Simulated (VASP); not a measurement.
Input of a VASP 6.6.1 run:

File INCAR:

```
ALGO     = Normal         # electronic algorithm
EDIFF    = 1E-6           # SCF threshold, eV
ENCUT    = 520            # plane-wave cutoff, eV
GGA      = PE             # functional
ISIF     = 2              # what is computed and relaxed
ISMEAR   = 0              # smearing method
LASPH    = T              # aspherical terms in the spheres
LCHARG   = F              # write CHGCAR
LREAL    = F              # projectors in reciprocal space
LWAVE    = F              # write WAVECAR
NBANDS   = 64             # bands
NELM     = 60             # most SCF steps
PREC     = Accurate       # precision mode
SIGMA    = 0.05           # smearing width, eV
```

File KPOINTS:

```
k-points
0
Gamma
  1 1 12
```

The input POSCAR:

```
Ti
1.0
   13.6000000000      0.0000000000      0.0000000000
    0.0000000000     12.6000000000      0.0000000000
    0.0000000000      0.0000000000      4.6039800672
Ti
9
Direct
    0.5000000000      0.5000000000      0.0000000000
    0.3307360269      0.5000000000      0.5000000000
    0.6692639731      0.5000000000      0.5000000000
    0.3307360269      0.6291867272      0.0000000000
    0.3307360269      0.3708132728      0.0000000000
    0.6692639731      0.6291867272      0.0000000000
    0.6692639731      0.3708132728      0.0000000000
    0.5000000000      0.6291867272      0.5000000000
    0.5000000000      0.3708132728      0.5000000000
```

Potentials or basis: VASP PAW PBE potentials, release 64 (Ti_sv).

Command:

```bash
$ cat potpaw_PBE.64/Ti_sv/POTCAR > POTCAR
$ mpirun -np 1 vasp_std > vasp.out
```

Estimate the largest force.

1.679 eV/Å.

Estimate the band gap on the k mesh.

zero (bands 54 and 55 overlap by 0.12 eV).

Forces in eV/Å, atoms in the order of the input:
```
Ti   0.000  0.000  0.000
Ti   1.111  0.000  0.000
Ti  -1.111  0.000  0.000
Ti   0.920 -1.404  0.000
Ti   0.920  1.404  0.000
Ti  -0.920 -1.404  0.000
Ti  -0.920  1.404  0.000
Ti   0.000 -0.637  0.000
Ti   0.000  0.637  0.000
```
